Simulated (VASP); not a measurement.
# Ge (P6/mmm) in VASP: notebook

Ge is run at these levels: PBEsol; tasks: single point, relaxation of cell and atoms.

Program: VASP 6.6.1. These are calculated values, not measurements. Logs are shortened: lines on timing, memory, paths and dates and some standing lists are left out, and cuts for length are marked.

### 1 The cell of the first run

It takes space group P6/mmm (No. 191, hexagonal). The conventional cell has a = 2.824 Å, b = 2.824 Å, c = 2.617 Å, α = 90.00°, β = 90.00°, γ = 120.00°. Ge (site symmetry 6/mmm) has 8 Ge at 2.62 to 2.82 Å within 3.5 Å.

### 2 Single point, PBEsol

File INCAR:

```
PREC = Accurate ; ENCUT = 520
EDIFF = 1E-7 ; ISMEAR = 0
SIGMA = 0.1 ; LREAL = False
LASPH = True ; NELM = 60
ALGO = Normal ; ISIF = 2
LWAVE = False ; LCHARG = False
GGA = PS ; NBANDS = 13
```

File KPOINTS:

```
regular mesh
0
Gamma
  9 9 6
```

File POSCAR:

```
Ge
1.0
    2.8244046401      0.0000000000      0.0000000000
   -1.4122023200      2.4460061689      0.0000000000
    0.0000000000      0.0000000000      2.6168623557
Ge
1
Direct
    0.0000000000      0.0000000000      0.0000000000
```

Potentials or basis: VASP PAW PBE potentials, release 64 (Ge_d).

On the command line:

```bash
cat potpaw_PBE.64/Ge_d/POTCAR > POTCAR
mpirun -np 1 vasp_std > vasp.out
```

OUTCAR:

```text
PREC = Accurate
   ENCUT = 520
   EDIFF = 1E-7
   ISMEAR = 0
   LREAL = False
   LASPH = True
   NELM = 60
   ISIF = 2
   GGA = PS

 ion  position               nearest neighbor table
   1  0.000  0.000  0.000-

  LATTYP: Found a hexagonal cell.
 ALAT       =     2.8244046401
 C/A-ratio  =     0.9265182186

  Lattice vectors:

 A1 = (   2.8244046401,   0.0000000000,   0.0000000000)
 A2 = (  -1.4122023200,   2.4460061689,   0.0000000000)
 A3 = (   0.0000000000,   0.0000000000,   2.6168623557)

Analysis of symmetry for initial positions (statically):
=====================================================================
 Subroutine PRICEL returns:
 Original cell was already a primitive cell.

 Routine SETGRP: Setting up the symmetry group for a
 hexagonal supercell.

 Subroutine GETGRP returns: Found 24 space group operations
 (whereof 24 operations were pure point group operations)
 out of a pool of 24 trial point group operations.

The static configuration has the point symmetry D_6h.

Analysis of symmetry for dynamics (positions and initial velocities):
=====================================================================
 Subroutine PRICEL returns:
 Original cell was already a primitive cell.

 Routine SETGRP: Setting up the symmetry group for a
 hexagonal supercell.

 Subroutine GETGRP returns: Found 24 space group operations
 (whereof 24 operations were pure point group operations)
 out of a pool of 24 trial point group operations.

The dynamic configuration has the point symmetry D_6h.

 Subroutine INISYM returns: Found 24 space group operations
 (whereof 24 operations are pure point group operations),
 and found     1 'primitive' translations

----------------------------------------------------------------------------------------

                                     Primitive cell

  volume of cell :      18.0786

  direct lattice vectors                    reciprocal lattice vectors
     2.824404640  0.000000000  0.000000000     0.354056917  0.204414856  0.000000000
    -1.412202320  2.446006169  0.000000000     0.000000000  0.408829713  0.000000000
     0.000000000  0.000000000  2.616862356     0.000000000  0.000000000  0.382137027

  length of vectors
     2.824404640  2.824404640  2.616862356     0.408829713  0.408829713  0.382137027

  position of ions in fractional coordinates (direct lattice)
     0.000000000  0.000000000  0.000000000

  ion indices of the primitive-cell ions
   primitive index   ion index
                 1           1

----------------------------------------------------------------------------------------

 KPOINTS: regular mesh

Automatic generation of k-mesh.
 Grid dimensions read from file:
 generate k-points for:    9    9    6

 Generating k-lattice:

  Cartesian coordinates                     Fractional coordinates (reciprocal lattice)
     0.039339657  0.022712762  0.000000000     0.111111111  0.000000000  0.000000000
     0.000000000  0.045425524  0.000000000     0.000000000  0.111111111  0.000000000
     0.000000000  0.000000000  0.063689504     0.000000000  0.000000000  0.166666667

  Length of vectors
     0.045425524  0.045425524  0.063689504

  Shift w.r.t. Gamma in fractional coordinates (k-lattice)
     0.000000000  0.000000000  0.000000000

 Subroutine IBZKPT returns following result:
 ===========================================

 Found     48 irreducible k-points:

 Following reciprocal coordinates:
            Coordinates               Weight
  0.000000  0.000000  0.000000      1.000000
  0.111111 -0.000000  0.000000      6.000000
  0.222222  0.000000  0.000000      6.000000
  0.333333  0.000000  0.000000      6.000000
  0.444444  0.000000  0.000000      6.000000
  0.111111  0.111111  0.000000      6.000000
[... 16 lines left out ...]
  0.333333  0.222222  0.166667     24.000000
  0.333333  0.333333  0.166667      4.000000
 [... further k-points ...]
   k-points           NKPTS =     48   k-points in BZ     NKDIM =     48   number of bands    NBANDS=     13
   number of dos      NEDOS =    301   number of ions     NIONS =      1
   total plane-waves  NPLWV =  11520
   dimension x,y,z NGX =    24 NGY =   24 NGZ =   20
   dimension x,y,z NGXF=    48 NGYF=   48 NGZF=   40
   ions per type =               1
   NGX,Y,Z   is equivalent  to a cutoff of  14.13, 14.13, 12.71 a.u.
   NGXF,Y,Z  is equivalent  to a cutoff of  28.25, 28.25, 25.41 a.u.
 SYSTEM =  unknown system
   PREC   = accura    normal or accurate (medium, high low for compatibility)
   ISTART =      0    job   : 0-new  1-cont  2-samecut
   ICHARG =      2    charge: 1-file 2-atom 10-const
   ISPIN  =      1    spin polarized calculation?
   LNONCOLLINEAR =      F non collinear calculations
   LSORBIT =      F    spin-orbit coupling
   LASPH  =      T    aspherical Exc in radial PAW
   ENCUT  =  520.0 eV  38.22 Ry    6.18 a.u.   5.25  5.25  4.87*2*pi/ulx,y,z
   NELM   =     60;   NELMIN=  2; NELMDL= -5     # of ELM steps
   EDIFF  = 0.1E-06   stopping-criterion for ELM
   LREAL  =      F    real-space projection
   EDIFFG = 0.1E-05   stopping-criterion for IOM
   NSW    =      0    number of steps for IOM
   IBRION =     -1    ionic relax: 0-MD 1-quasi-New 2-CG
   NFREE  =      0    steps in history (QN), initial steepest desc. (CG)
   ISIF   =      2    stress and relaxation
   ISYM   =      2    0-nonsym 1-usesym 2-fastsym
   POTIM  = 0.5000    time-step for ionic-motion
   TEBEG  =    0.0;   TEEND  =   0.0 temperature during run
   PSTRESS=    0.0 pullay stress
   NELECT =      14.0000    total number of electrons
   NUPDOWN=      -1.0000    fix difference up-down
   EMIN   =  10.00;   EMAX   =-10.00  energy-range for DOS
   EFERMI =   0.00;   METHOD = LEGACY
   ISMEAR =     0;   SIGMA  =   0.10  broadening in eV -4-tet -1-fermi 0-gaus
   EFERMI_NEDOS =   21; number of points for ismear=-14 and -15
   IALGO  =     38    algorithm
   IMIX   =      4    mixing-type and parameters
     AMIX     =   0.40;   BMIX     =  1.00
     AMIX_MAG =   1.60;   BMIX_MAG =  1.00
  volume/ion in A,a.u.               =      18.08       122.00
  Fermi-wavevector in a.u.,A,eV,Ry     =   1.503358  2.840935 30.750324  2.260085
  Thomas-Fermi vector in A             =   2.614479
   LORBIT       =      0    0 simple, 1 ext, 2 COOP (PROOUT), +10 PAW based schemes
   GGA     = PS    functional components
   LHFCALC =     F    Hartree Fock is set to
   AEXX    =    0.0000 exact exchange contribution
   IVDW    =     0    specifies the selected vdW correction
   LEPSILON=     F    determine dielectric tensor
   LRPA    =     F    only Hartree local field effects (RPA)
 non-spin polarized calculation
 Gauss-broadening in eV      SIGMA  =   0.10
  energy-cutoff  :      520.00
  volume of cell :       18.08
 maximum number of plane-waves:       495
 NGX is ok and might be reduce to    24
   NGX = 11   NGY = 11   NGZ =  9

 number of electron      14.0000005 magnetization

 Free energy of the ion-electron system (eV)
  ---------------------------------------------------
  ext. energy  EPLUGINS =         0.00000000
  ---------------------------------------------------
  free energy    TOTEN  =        -4.79131969 eV

  energy without entropy =       -4.79054764  energy(sigma->0) =       -4.79093366

 E-fermi :   7.1589     XC(G=0): -11.6014

 val. band max:        7.0242584554   @ k =   0.2222   0.2222   0.0000
 cond. band min:       7.2549608869   @ k =   0.3333   0.1111   0.5000
 fundamental gap:      0.2307024315
 Fermi energy:         7.1588952787

 k-point     1 :       0.0000    0.0000    0.0000
  band No.  band energies     occupation
      1     -17.8068      2.00000
      2     -17.6784      2.00000
      3     -17.6784      2.00000
      4     -17.5183      2.00000
      5     -17.5183      2.00000
      6      -6.5933      2.00000
      7      14.2062      0.00000
      8      15.4657      0.00000
      9      15.4657      0.00000
     10      17.6039      0.00000
     11      21.3043      0.00000
     12      21.3043      0.00000
     13      22.3291      0.00000

 k-point     2 :       0.1111   -0.0000    0.0000
  band No.  band energies     occupation
      1     -17.7983      2.00000
      2     -17.6816      2.00000
      3     -17.6617      2.00000
      4     -17.5253      2.00000
      5     -17.5199      2.00000
      6      -6.2873      2.00000
      7      12.7816      0.00000
      8      14.5069      0.00000
      9      14.5386      0.00000
     10      18.0344      0.00000
     11      19.3111      0.00000
     12      22.8070      0.00000
     13      23.8841      0.00000

 k-point     3 :       0.2222    0.0000    0.0000
  band No.  band energies     occupation
      1     -17.7815      2.00000
      2     -17.6860      2.00000
      3     -17.6192      2.00000
      4     -17.5428      2.00000
      5     -17.5241      2.00000
      6      -5.3704      2.00000
      7       8.7160      0.00000
      8      13.0195      0.00000
      9      15.3799      0.00000
     10      16.8484      0.00000
     11      19.6920      0.00000
     12      26.0594      0.00000
     13      26.8571      0.00000
[... 305 lines left out ...]
 k-point    23 :       0.3333    0.2222    0.1667
  band No.  band energies     occupation
      1     -17.6825      2.00000
      2     -17.6379      2.00000
      3     -17.5992      2.00000
      4     -17.5722      2.00000
      5     -17.5707      2.00000
      6      -0.5772      2.00000
      7       3.2299      2.00000
      8       6.3138      2.00000
      9      14.1760      0.00000
     10      19.0268      0.00000
     11      21.7791      0.00000
     12      23.4886      0.00000
     13      28.3585      0.00000

 k-point    24 :       0.3333    0.3333    0.1667
  band No.  band energies     occupation
      1     -17.6530      2.00000
      2     -17.6156      2.00000
      3     -17.6156      2.00000
      4     -17.5865      2.00000
      5     -17.5865      2.00000
      6       0.3828      2.00000
      7       3.8492      2.00000
      8       3.8492      2.00000
      9      14.8373      0.00000
     10      19.7536      0.00000
     11      19.7536      0.00000
     12      27.7483      0.00000
     13      27.7483      0.00000

 [... further k-points ...]
[... 5 lines left out ...]
  --------------------------------------------------------------------------------------
  -------------------------------------------------------------------------------------
  Total       -0.0036919     -0.0036919     -0.0358205     -0.0000000      0.0000000      0.0000000
  in kB       -0.3271890     -0.3271890     -3.1745158     -0.0000000      0.0000000      0.0000000
  external PRESSURE =      -1.2762979 kB  Pullay stress =       0.0000000 kB

 VOLUME and BASIS-vectors are now :
 -----------------------------------------------------------------------------
  energy-cutoff  :      520.00
  volume of cell :       18.08
      direct lattice vectors                 reciprocal lattice vectors
     2.824404640  0.000000000  0.000000000     0.354056917  0.204414856  0.000000000
    -1.412202320  2.446006169  0.000000000     0.000000000  0.408829713  0.000000000
     0.000000000  0.000000000  2.616862356     0.000000000  0.000000000  0.382137027

 POSITION                                       TOTAL-FORCE (eV/Angst)
 -----------------------------------------------------------------------------------
      0.00000      0.00000      0.00000         0.000000      0.000000      0.000000
 -----------------------------------------------------------------------------------
    total drift:                               -0.000000     -0.000000      0.000000

  FREE ENERGIE OF THE ION-ELECTRON SYSTEM (eV)
  ---------------------------------------------------
  free  energy   TOTEN  =        -4.7913196851 eV

  energy  without entropy=       -4.7905476439  energy(sigma->0) =       -4.79093366
```

Run time: 7.6 s. Hardware: 1 thread of Intel Xeon 8259CL, shared host; peak memory 0.13 GiB.

What came out:

```yaml
Free_energy: -4.7913 eV
Pressure: -0.1 GPa
Band_gap_on_the_k_mesh: zero (band 7 reaches 14.21 eV, above the bottom of band 8 at 3.28 eV)
```

Stress tensor (GPa, compression positive):
```
-0.03  0.00  0.00
 0.00 -0.03  0.00
 0.00  0.00 -0.32
```

Caveat: the k points lie up to 0.40 Å⁻¹ apart; the PAW data sets were made with another functional, which shifts forces and pressure a little.

### 3 Relaxation of cell and atoms, PBEsol

This run uses another cell than the first one, of 18.77 Å³/atom, 1.038 times its volume.

File INCAR:

```
SYSTEM = Ge
ALGO = Normal
EDIFF = 1E-7
EDIFFG = -0.04
ENCUT = 600
GGA = PS
IBRION = 2
ISIF = 3
ISMEAR = 0
LASPH = .True.
LCHARG = .False.
LREAL = .False.
LWAVE = .False.
NELM = 60
NSW = 90
PREC = Accurate
SIGMA = 0.1
```

File KPOINTS:

```
k-points
0
Gamma
  9 9 6
  0 0 0
```

File POSCAR:

```
Ge
1.0
    2.8051034745      0.0000000000      0.0000000000
   -1.4025517372      2.4292908691      0.0000000000
    0.0000000000      0.0000000000      2.7550890020
Ge
1
Direct
    0.0000000000      0.0000000000      0.0000000000
```

Potentials or basis: VASP PAW PBE potentials, release 64 (Ge_d).

On the command line:

```bash
cat potpaw_PBE.64/Ge_d/POTCAR > POTCAR
mpirun -np 1 vasp_std > vasp.out
```

OUTCAR:

```text
SYSTEM = Ge
   EDIFF = 1E-7
   EDIFFG = -0.04
   ENCUT = 600
   GGA = PS
   IBRION = 2
   ISIF = 3
   ISMEAR = 0
   LASPH = .True.
   LREAL = .False.
   NELM = 60
   NSW = 90
   PREC = Accurate

 ion  position               nearest neighbor table
   1  0.000  0.000  0.000-

  LATTYP: Found a hexagonal cell.
 ALAT       =     2.8051034745
 C/A-ratio  =     0.9821701862

  Lattice vectors:

 A1 = (   2.8051034745,   0.0000000000,   0.0000000000)
 A2 = (  -1.4025517372,   2.4292908691,   0.0000000000)
 A3 = (   0.0000000000,   0.0000000000,   2.7550890020)

Analysis of symmetry for initial positions (statically):
=====================================================================
 Subroutine PRICEL returns:
 Original cell was already a primitive cell.

 Routine SETGRP: Setting up the symmetry group for a
 hexagonal supercell.

 Subroutine GETGRP returns: Found 24 space group operations
 (whereof 24 operations were pure point group operations)
 out of a pool of 24 trial point group operations.

The static configuration has the point symmetry D_6h.

Analysis of symmetry for dynamics (positions and initial velocities):
=====================================================================
 Subroutine PRICEL returns:
 Original cell was already a primitive cell.

 Routine SETGRP: Setting up the symmetry group for a
 hexagonal supercell.

 Subroutine GETGRP returns: Found 24 space group operations
 (whereof 24 operations were pure point group operations)
 out of a pool of 24 trial point group operations.

The dynamic configuration has the point symmetry D_6h.

 Subroutine INISYM returns: Found 24 space group operations
 (whereof 24 operations are pure point group operations),
 and found     1 'primitive' translations

----------------------------------------------------------------------------------------

                                     Primitive cell

  volume of cell :      18.7743
[... 121 lines left out ...]
  energy-cutoff  :      600.00
  volume of cell :       18.77
 maximum number of plane-waves:       641
 NGX is ok and might be reduce to    24
   NGX = 11   NGY = 11   NGZ = 11

--------------------------------------- Ionic step        1  -------------------------------------------

 number of electron      14.0000003 magnetization

 Free energy of the ion-electron system (eV)
  ---------------------------------------------------
  ext. energy  EPLUGINS =         0.00000000
  ---------------------------------------------------
  free energy    TOTEN  =        -4.76273861 eV

  energy without entropy =       -4.76030440  energy(sigma->0) =       -4.76152151

------------------------ aborting loop because EDIFF is reached ----------------------------------------

  FORCE on cell =-STRESS in cart. coord.  units (eV):
  Direction    XX          YY          ZZ          XY          YZ          ZX
  --------------------------------------------------------------------------------------
  -------------------------------------------------------------------------------------
  Total        0.2440106      0.2440106     -1.0361372      0.0000000      0.0000000      0.0000000
  in kB       20.8235718     20.8235718    -88.4227123      0.0000000      0.0000000      0.0000000
  external PRESSURE =     -15.5918562 kB  Pullay stress =       0.0000000 kB
[... 162 lines left out ...]
--------------------------------------- Ionic step        6  -------------------------------------------

 number of electron      14.0000005 magnetization

 Free energy of the ion-electron system (eV)
  ---------------------------------------------------
  ext. energy  EPLUGINS =         0.00000000
  ---------------------------------------------------
  free energy    TOTEN  =        -4.79155651 eV

  energy without entropy =       -4.79080985  energy(sigma->0) =       -4.79118318

 E-fermi :   7.1589     XC(G=0): -11.6003

 val. band max:        7.0106522037   @ k =   0.2222   0.2222   0.0000
 cond. band min:       7.2625000946   @ k =   0.3333   0.1111   0.5000
 fundamental gap:      0.2518478908
 Fermi energy:         7.1589344983

 k-point     1 :       0.0000    0.0000    0.0000
  band No.  band energies     occupation
      1     -17.8110      2.00000
      2     -17.6814      2.00000
      3     -17.6814      2.00000
      4     -17.5210      2.00000
      5     -17.5210      2.00000
      6      -6.5936      2.00000
      7      14.2604      0.00000
      8      15.4261      0.00000
      9      15.4261      0.00000
     10      17.6357      0.00000
     11      21.2730      0.00000
[... 309 lines left out ...]
 k-point    24 :       0.3333    0.3333    0.1667
  band No.  band energies     occupation
      1     -17.6572      2.00000
      2     -17.6188      2.00000
      3     -17.6188      2.00000
      4     -17.5891      2.00000
      5     -17.5891      2.00000
      6       0.3619      2.00000
      7       3.8450      2.00000
      8       3.8451      2.00000
      9      14.8565      0.00000
     10      19.7796      0.00000
     11      19.7796      0.00000

 [... further k-points ...]
[... 5 lines left out ...]
  --------------------------------------------------------------------------------------
  -------------------------------------------------------------------------------------
  Total       -0.0110125     -0.0110125      0.0306575     -0.0000000      0.0000000     -0.0000000
  in kB       -0.9757495     -0.9757495      2.7163654     -0.0000000      0.0000000     -0.0000000
  external PRESSURE =       0.2549554 kB  Pullay stress =       0.0000000 kB
[... 16 lines left out ...]
  FREE ENERGIE OF THE ION-ELECTRON SYSTEM (eV)
  ---------------------------------------------------
  free  energy   TOTEN  =        -4.7915565148 eV

  energy  without entropy=       -4.7908098484  energy(sigma->0) =       -4.79118318

 reached required accuracy - stopping structural energy minimisation
```

Run time: 34 s. Hardware: 1 thread of Intel Xeon 8259CL, shared host; peak memory 0.15 GiB.

Results:

```
Free energy                            : -4.7916 eV
Relaxed volume                         : 18.08 Å³/atom
Relaxed cell                           : a = 2.827 Å, b = 2.827 Å, c = 2.613 Å, α = 90.00°, β = 90.00°, γ = 120.00°
Space group after relaxing (to 0.05 Å) : P6/mmm (No. 191)
Energy gained by relaxing              : 28.8 meV/atom
Ionic steps                            : 6
Pressure after relaxing                : 0.0 GPa
Band gap on the k mesh                 : zero (band 7 reaches 14.26 eV, above the bottom of band 8 at 3.27 eV)
```

Stress tensor (GPa, compression positive):
```
-0.10  0.00  0.00
 0.00 -0.10  0.00
 0.00  0.00  0.27
```

The path:
```tsv
step	energy change (eV)	largest force (eV/Å)	pressure (GPa)	volume (Å³)
1	0.0000	0.0000	-1.56	18.77
2	-0.0282	0.0000	-0.83	18.26
3	-0.0283	0.0000	-0.89	18.28
4	-0.0283	0.0000	-0.86	18.27
5	-0.0287	0.0000	0.39	17.99
6	-0.0288	0.0000	0.03	18.08
```

Final structure:
```
CELL_PARAMETERS angstrom
2.82657 0.00000 0.00000
-1.41329 2.44789 0.00000
0.00000 0.00000 2.61341
ATOMIC_POSITIONS crystal
Ge 0.00000 0.00000 0.00000
```

Levels at points of the mesh, in eV from the Fermi level:
| k point | band 5 | band 6 | band 7 | band 8 | band 9 | band 10 |
| --- | --- | --- | --- | --- | --- | --- |
| (0.00, 0.00, 0.00) | -24.68 | -13.75 | 7.10 | 8.27 | 8.27 | 10.48 |
| (0.00, 0.00, 0.50) | -24.71 | -9.49 | -6.44 | 11.54 | 11.54 | 16.68 |

Caveat: the k points lie up to 0.40 Å⁻¹ apart in the final cell; the PAW data sets were made with another functional, which shifts forces and pressure a little.

[end of part 1 of 2]
